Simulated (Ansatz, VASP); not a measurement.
Two plane-wave programs on BiSe4

```
CELL_PARAMETERS angstrom
5.21907 0.00000 0.00000
0.00000 5.21907 0.00000
0.00000 0.00000 5.21907
ATOMIC_POSITIONS crystal
Bi 0.00000 0.00000 0.00000
Se 0.30632 0.69368 0.69368
Se 0.69368 0.30632 0.69368
Se 0.69368 0.69368 0.30632
Se 0.30632 0.30632 0.30632
```

Change from the starting cell: species swapped into the SnI4 type (P-43m, No. 215).

Alike in both runs: functional PBE; k mesh 8 × 8 × 8; occupations gaussian, width 0.1 eV; no spin polarisation.

Ansatz relaxed the structure, and its values are those at the end. VASP's run is a single point on that final structure, the one shown.

|  | VASP | Ansatz |
| --- | --- | --- |
| version | VASP 6.6.1 | Ansatz 0.2.0 |
| potentials or method | VASP PAW PBE potentials, release 64 (Bi_d, Se), cutoff 520 eV | scalar-relativistic, plane waves, PAW |
| valence electrons in the cell | 39 | 79 |

|  | VASP | Ansatz | Ansatz less VASP |
| --- | --- | --- | --- |
| gap on the k mesh at the Fermi level (eV) | none | none | - |
| pressure (GPa) | 0.0 | 0.0 | 0.00 |
| rms of the force components (eV/Å) | 0.001 | 0.003 | +0.0027 |

A gap of «none» marks a metal or a gap that the smearing closes. VASP's potentials hold 39 valence electrons a cell and Ansatz's 79, so a difference there can come from the potentials and not from the codes.

Neither program's run includes spin-orbit coupling.
